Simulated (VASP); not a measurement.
Runs of VASP 6.6.1 on OsBr3. The structure is that of space group Pm-3m (No. 221), or close to it. The cells are those of the table. 

```tsv
U	cell	k mesh for the DOS	occupations for the DOS	gap on the mesh (eV)	pressure (GPa)	moment (μB)
Os d U = 2.0 eV	a = 5.139 Å, 4 atoms	-	-	none	1.1	3.40
Os d U = 2.0 eV	a = 5.108 Å, 4 atoms	-	-	none	(a)	(b)
Os d U = 2.0 eV	a = 5.132 Å, 4 atoms	-	-	none	1.2	3.38
Os d U = 3.0 eV	a = 5.178 Å, 4 atoms	9 × 9 × 9	tetrahedron	-	-	3.75
Os d U = 2.0 eV	a = 5.136 Å, 4 atoms	-	-	none	1.1	3.40
```

Alike in all rows: task single point; level PBE+U; potentials or basis VASP PAW PBE potentials, release 64 (Os, Br); spin collinear; k mesh 6 × 6 × 6; cutoff (eV) 520; smearing gaussian 0.05 eV.

Question: Fill in the values left out.

Answer: (a) 1.4; (b) 3.09.

Caveats: spin-orbit coupling is left out, which moves the levels of the heavy elements; tetrahedron occupations give inexact forces and stress in metals (at least some runs).

A k mesh can miss the band edges, and the runs leave out spin-orbit coupling on Br, Os.

A gap of «none» marks levels without a gap at the run's occupations.
